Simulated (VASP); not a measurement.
# Re (Im-3m) in VASP: notebook

Re is run at these levels: PBEsol; tasks: single point.

All numbers are computed with VASP 6.6.1; they aren't measurements. Logs are shortened: lines on timing, memory, paths and dates and some standing lists are left out, and cuts for length are marked.

## 1. The cell of the first run

It takes space group Im-3m (No. 229, cubic). The conventional cell has a = 3.005 Å, b = 3.005 Å, c = 3.005 Å, α = 90.00°, β = 90.00°, γ = 90.00°. Within 3.4 Å of Re (site symmetry m-3m) lie 14 Re at 2.60 to 3.00 Å.

## 2. Single point, PBEsol

INCAR reads:

```
PREC     = Accurate       # precision mode
ENCUT    = 520            # plane-wave cutoff, eV
EDIFF    = 1E-7           # SCF threshold, eV
ISMEAR   = 0              # smearing method
SIGMA    = 0.1            # smearing width, eV
LREAL    = F              # projectors in reciprocal space
LASPH    = T              # aspherical terms in the spheres
NELM     = 100            # most SCF steps
ALGO     = Normal         # electronic algorithm
ISIF     = 2              # what is computed and relaxed
LWAVE    = F              # write WAVECAR
LCHARG   = T              # write CHGCAR
GGA      = PS             # functional
LELF     = T              # ELF
LVHAR    = T            
NBANDS   = 10             # bands
```

KPOINTS reads:

```
Automatic mesh
0
Gamma
  8 8 8
```

POSCAR reads:

```
Re
1.0
   -1.5024973027      1.5024973027      1.5024973027
    1.5024973027     -1.5024973027      1.5024973027
    1.5024973027      1.5024973027     -1.5024973027
Re
1
Direct
    0.0000000000      0.0000000000      0.0000000000
```

Potentials or basis: VASP PAW PBE potentials, release 64 (Re).

On the command line:

```sh
$ cat potpaw_PBE.64/Re/POTCAR > POTCAR
$ mpirun -np 1 vasp_std > vasp.out
```

OUTCAR:

```text
PREC = Accurate
   ENCUT = 520
   EDIFF = 1E-7
   ISMEAR = 0
   LREAL = F
   LASPH = T
   NELM = 100
   ISIF = 2
   GGA = PS

 ion  position               nearest neighbor table
   1  0.000  0.000  0.000-

  LATTYP: Found a body centered cubic cell.
 ALAT       =     3.0049946054

  Lattice vectors:

 A1 = (  -1.5024973027,   1.5024973027,   1.5024973027)
 A2 = (   1.5024973027,  -1.5024973027,   1.5024973027)
 A3 = (   1.5024973027,   1.5024973027,  -1.5024973027)

Analysis of symmetry for initial positions (statically):
=====================================================================
 Subroutine PRICEL returns:
 Original cell was already a primitive cell.

 Routine SETGRP: Setting up the symmetry group for a
 body centered cubic supercell.

 Subroutine GETGRP returns: Found 48 space group operations
 (whereof 48 operations were pure point group operations)
 out of a pool of 48 trial point group operations.

The static configuration has the point symmetry O_h .

Analysis of symmetry for dynamics (positions and initial velocities):
=====================================================================
 Subroutine PRICEL returns:
 Original cell was already a primitive cell.

 Routine SETGRP: Setting up the symmetry group for a
 body centered cubic supercell.

 Subroutine GETGRP returns: Found 48 space group operations
 (whereof 48 operations were pure point group operations)
 out of a pool of 48 trial point group operations.

The dynamic configuration has the point symmetry O_h .

 Subroutine INISYM returns: Found 48 space group operations
 (whereof 48 operations are pure point group operations),
 and found     1 'primitive' translations

----------------------------------------------------------------------------------------

                                     Primitive cell

  volume of cell :      13.5675

  direct lattice vectors                    reciprocal lattice vectors
    -1.502497303  1.502497303  1.502497303     0.000000000  0.332779300  0.332779300
     1.502497303 -1.502497303  1.502497303     0.332779300  0.000000000  0.332779300
     1.502497303  1.502497303 -1.502497303     0.332779300  0.332779300  0.000000000

  length of vectors
     2.602401667  2.602401667  2.602401667     0.470620999  0.470620999  0.470620999

  position of ions in fractional coordinates (direct lattice)
     0.000000000  0.000000000  0.000000000

  ion indices of the primitive-cell ions
[... 73 lines left out ...]
   NELM   =    100;   NELMIN=  2; NELMDL= -5     # of ELM steps
   EDIFF  = 0.1E-06   stopping-criterion for ELM
   LREAL  =      F    real-space projection
   EDIFFG = 0.1E-05   stopping-criterion for IOM
   NSW    =      0    number of steps for IOM
   IBRION =     -1    ionic relax: 0-MD 1-quasi-New 2-CG
   NFREE  =      0    steps in history (QN), initial steepest desc. (CG)
   ISIF   =      2    stress and relaxation
   ISYM   =      2    0-nonsym 1-usesym 2-fastsym
   POTIM  = 0.5000    time-step for ionic-motion
   TEBEG  =    0.0;   TEEND  =   0.0 temperature during run
   PSTRESS=    0.0 pullay stress
   NELECT =       7.0000    total number of electrons
   NUPDOWN=      -1.0000    fix difference up-down
   EMIN   =  10.00;   EMAX   =-10.00  energy-range for DOS
   EFERMI =   0.00;   METHOD = LEGACY
   ISMEAR =     0;   SIGMA  =   0.10  broadening in eV -4-tet -1-fermi 0-gaus
   EFERMI_NEDOS =   21; number of points for ismear=-14 and -15
   IALGO  =     38    algorithm
   IMIX   =      4    mixing-type and parameters
     AMIX     =   0.40;   BMIX     =  1.00
     AMIX_MAG =   1.60;   BMIX_MAG =  1.00
  volume/ion in A,a.u.               =      13.57        91.56
  Fermi-wavevector in a.u.,A,eV,Ry     =   1.313027  2.481262 23.457004  1.724041
  Thomas-Fermi vector in A             =   2.443379
   LORBIT       =      0    0 simple, 1 ext, 2 COOP (PROOUT), +10 PAW based schemes
   GGA     = PS    functional components
   LHFCALC =     F    Hartree Fock is set to
   AEXX    =    0.0000 exact exchange contribution
   IVDW    =     0    specifies the selected vdW correction
   LEPSILON=     F    determine dielectric tensor
   LRPA    =     F    only Hartree local field effects (RPA)
 non-spin polarized calculation
 Gauss-broadening in eV      SIGMA  =   0.10
  energy-cutoff  :      520.00
  volume of cell :       13.57
 maximum number of plane-waves:       378
   NGX =  9   NGY =  9   NGZ =  9

 number of electron       7.0000001 magnetization

 Free energy of the ion-electron system (eV)
  ---------------------------------------------------
  ext. energy  EPLUGINS =         0.00000000
  ---------------------------------------------------
  free energy    TOTEN  =       -12.93773467 eV

  energy without entropy =      -12.93299294  energy(sigma->0) =      -12.93536381

 E-fermi :   9.7258     XC(G=0): -14.2662

 val. band max:        9.6739511512   @ k =  -0.2500   0.2500   0.2500
 cond. band min:       9.7992806002   @ k =   0.2500   0.1250  -0.0000
 fundamental gap:      0.1253294491
 Fermi energy:         9.7258245025

 k-point     1 :       0.0000    0.0000    0.0000
  band No.  band energies     occupation
      1      -1.7003      2.00000
      2       6.7515      2.00000
      3       6.7515      2.00000
      4       6.7515      2.00000
      5      10.5893      0.00000
      6      10.5893      0.00000
      7      25.4870      0.00000
      8      25.4870      0.00000
      9      25.4870      0.00000
     10      38.8610      0.00000
[... 287 lines left out ...]
 k-point    24 :      -0.3750    0.3750    0.2500
  band No.  band energies     occupation
      1       3.3968      2.00000
      2       4.1061      2.00000
      3       7.6756      2.00000
      4       8.6235      2.00000
      5      12.3422      0.00000
      6      13.6149      0.00000
      7      24.1458      0.00000
      8      27.0132      0.00000
      9      28.2820      0.00000
     10      32.2097      0.00000

 [... further k-points ...]
[... 5 lines left out ...]
  --------------------------------------------------------------------------------------
  -------------------------------------------------------------------------------------
  Total        3.0845930      3.0845930      3.0845930      0.0000000     -0.0000000      0.0000000
  in kB      364.2565421    364.2565421    364.2565421      0.0000000     -0.0000000      0.0000000
  external PRESSURE =     364.2565421 kB  Pullay stress =       0.0000000 kB

 VOLUME and BASIS-vectors are now :
 -----------------------------------------------------------------------------
  energy-cutoff  :      520.00
  volume of cell :       13.57
      direct lattice vectors                 reciprocal lattice vectors
    -1.502497303  1.502497303  1.502497303     0.000000000  0.332779300  0.332779300
     1.502497303 -1.502497303  1.502497303     0.332779300  0.000000000  0.332779300
     1.502497303  1.502497303 -1.502497303     0.332779300  0.332779300  0.000000000

 POSITION                                       TOTAL-FORCE (eV/Angst)
 -----------------------------------------------------------------------------------
      0.00000      0.00000      0.00000         0.000000     -0.000000      0.000000
 -----------------------------------------------------------------------------------
    total drift:                               -0.000000     -0.000000     -0.000000

  FREE ENERGIE OF THE ION-ELECTRON SYSTEM (eV)
  ---------------------------------------------------
  free  energy   TOTEN  =       -12.9377346745 eV

  energy  without entropy=      -12.9329929417  energy(sigma->0) =      -12.93536381
```

stdout:

```text
POSCAR found type information on POSCAR Re
 POSCAR found :  1 types and       1 ions
 scaLAPACK will be used
 -----------------------------------------------------------------------------
|                                                                             |
|                                                                             |
|     You enforced a specific xc type in the INCAR file but a different       |
|     I HOPE YOU KNOW WHAT YOU ARE DOING!                                     |
|                                                                             |
 -----------------------------------------------------------------------------

 LDA part: xc-table for (Slater+PW92), standard interpolation
 POSCAR, INCAR and KPOINTS ok, starting setup
 FFT: planning ... GRIDC
 FFT: planning ... GRID_SOFT
 FFT: planning ... GRID
 WAVECAR not read
 entering main loop
```

It took 5.1 s on 1 thread of AMD EPYC 7R13 (Zen 3), shared host; peak memory 0.09 GiB.

What came out:

```yaml
Free_energy: -12.9377 eV
Pressure: 36.4 GPa
```

Caveat: the k points lie up to 0.37 Å⁻¹ apart; the PAW data sets were made with another functional, which shifts forces and pressure a little; spin-orbit coupling is left out, which moves the levels of the heavy elements.

## 3. Single point, PBEsol

This run uses another cell than the first one, of 14.66 Å³/atom, 1.081 times its volume.

INCAR reads:

```
ALGO = Fast
EDIFF = 1E-6
ENCUT = 520
GGA = PS
ISIF = 2
ISMEAR = 0
LASPH = True
LCHARG = True
LELF = True
LREAL = False
LVHAR = True
LWAVE = False
NBANDS = 10
NELM = 80
PREC = Accurate
SIGMA = 0.1
```

KPOINTS reads:

```
k-points
0
Gamma
  10 10 10
```

POSCAR reads:

```
Re
1.0
   -1.5418587319      1.5418587319      1.5418587319
    1.5418587319     -1.5418587319      1.5418587319
    1.5418587319      1.5418587319     -1.5418587319
Re
1
Direct
    0.0000000000      0.0000000000      0.0000000000
```

Potentials or basis: VASP PAW PBE potentials, release 64 (Re).

On the command line:

```sh
$ cat potpaw_PBE.64/Re/POTCAR > POTCAR
$ mpirun -np 1 vasp_std > vasp.out
```

It took 7.5 s on 1 thread of AMD EPYC 7R13 (Zen 3), shared host; peak memory 0.1 GiB.

Results (log left out):

| Item | Value |
| --- | --- |
| Free energy | -13.0457 eV |
| Pressure | 0.4 GPa |

Levels at points of the mesh, in eV from the Fermi level:
| k point | band 1 | band 2 | band 3 | band 4 | band 5 | band 6 |
| --- | --- | --- | --- | --- | --- | --- |
| (0.00, 0.00, 0.00) | -10.79 | -2.68 | -2.68 | -2.68 | 0.81 | 0.81 |
| (0.50, 0.00, 0.00) | -7.53 | -4.97 | 0.04 | 0.70 | 1.60 | 4.63 |
| (0.50, 0.50, 0.50) | -7.16 | -7.16 | 3.67 | 3.67 | 3.67 | 8.07 |

Caveat: the PAW data sets were made with another functional, which shifts forces and pressure a little; spin-orbit coupling is left out, which moves the levels of the heavy elements.

## 4. Single point, PBEsol

This run uses another cell than the first one, of 14.68 Å³/atom, 1.082 times its volume.

INCAR reads:

```
SYSTEM = Re
ALGO     = Normal         ! electronic algorithm
EDIFF    = 1E-6           ! SCF threshold, eV
ENCUT    = 520            ! plane-wave cutoff, eV
GGA      = PS             ! functional
ISIF     = 2              ! what is computed and relaxed
ISMEAR   = 0              ! smearing method
LASPH    = .TRUE.         ! aspherical terms in the spheres
LCHARG   = .FALSE.        ! write CHGCAR
LREAL    = .FALSE.        ! projectors in reciprocal space
LWAVE    = .FALSE.        ! write WAVECAR
NBANDS   = 10             ! bands
NELM     = 80             ! most SCF steps
PREC     = Accurate       ! precision mode
SIGMA    = 0.1            ! smearing width, eV
```

KPOINTS reads:

```
k-points
0
G
  20 20 20
  0 0 0
```

POSCAR reads:

```
Re
1.0
   -1.5425090433      1.5425090433      1.5425090433
    1.5425090433     -1.5425090433      1.5425090433
    1.5425090433      1.5425090433     -1.5425090433
Re
1
Direct
    0.0000000000      0.0000000000      0.0000000000
```

On the command line:

```sh
$ cat potpaw_PBE.64/Re/POTCAR > POTCAR
$ mpirun -np 1 vasp_std > vasp.out
```

It took 28 s on 1 thread of AMD EPYC 7R13 (Zen 3), shared host; peak memory 0.13 GiB.

It converged, with:

```
Free energy : -13.0479 eV
Pressure    : 0.0 GPa
```

Levels at points of the mesh, in eV from the Fermi level:
```
           k point  band 1  band 2  band 3  band 4  band 5  band 6
(0.00, 0.00, 0.00)  -10.84   -2.73   -2.73   -2.73    0.75    0.75
(0.50, 0.00, 0.00)   -7.58   -5.02   -0.03    0.64    1.54    4.56
(0.50, 0.50, 0.50)   -7.21   -7.21    3.61    3.61    3.61    8.01
```

Caveat: the PAW data sets were made with another functional, which shifts forces and pressure a little; spin-orbit coupling is left out, which moves the levels of the heavy elements.

## 5. The runs side by side

```tsv
cell	k mesh	gap on the mesh (eV)	pressure (GPa)
a = 2.602 Å, angles 109.5°, 1 atom	8 × 8 × 8	none	36.4
a = 2.671 Å, angles 109.5°, 1 atom	10 × 10 × 10	none	0.4
a = 2.672 Å, angles 109.5°, 1 atom	20 × 20 × 20	none	0.0
```

Alike in all rows: task single point; level PBEsol; potentials or basis VASP PAW PBE potentials, release 64 (Re); no spin polarisation; cutoff (eV) 520; smearing gaussian 0.1 eV.

Caveats: some runs use coarse meshes; the PAW data sets were made with another functional, which shifts forces and pressure a little; spin-orbit coupling is left out, which moves the levels of the heavy elements.

Absolute energies hang on the potentials; compare differences alone.
